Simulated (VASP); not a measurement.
**CdTe: single point with PBE**

The system is CdTe.

```xyz
2
Lattice="0.0000 3.0503 3.3410 3.3410 0.0000 3.3410 3.3410 3.0503 0.0000" Properties=species:S:1:pos:R:3 pbc="T T T"
Cd    0.0000    0.0000    0.0000
Te    5.0115    4.5755    5.0115
```

```yaml
Program: VASP 6.6.1
Task: single point
Functional: PBE
Potentials_or_basis: VASP PAW PBE potentials, release 64 (Cd, Te)
Cutoff: 500 eV
k_mesh: 10 × 10 × 10, shifted
Occupations: gaussian, width 0.05 eV
Spin: no spin polarisation
Dipole_correction: no
Further_INCAR_settings: ALGO = Normal; EDIFF = 1e-06; NBANDS = 16; ISYM = 0
```

```json
{"Pressure": "2.5 GPa", "Band gap on the k mesh": "0.96 eV"}
```

Stress tensor (GPa, compression positive):
```
2.18 0.00 0.00
0.00 3.23 0.00
0.00 0.00 2.18
```

Levels at points of the mesh, in eV from the valence-band top:
```tsv
k point	band 5	band 6	band 7	band 8	band 9	band 10	band 11	band 12	band 13	band 14
(0.05, 0.05, 0.05)	-8.10	-8.09	-0.45	-0.20	0.00	0.96	4.50	4.61	4.64	7.55
```

It took 32 min on 1 thread of AMD EPYC 9R45 (Zen 5) (shared host), peak memory 1.9 GiB.

Caveat: spin-orbit coupling is left out, which moves the levels of the heavy elements; a shifted mesh leaves out Γ, where band edges can lie. A k mesh can miss the band edges.
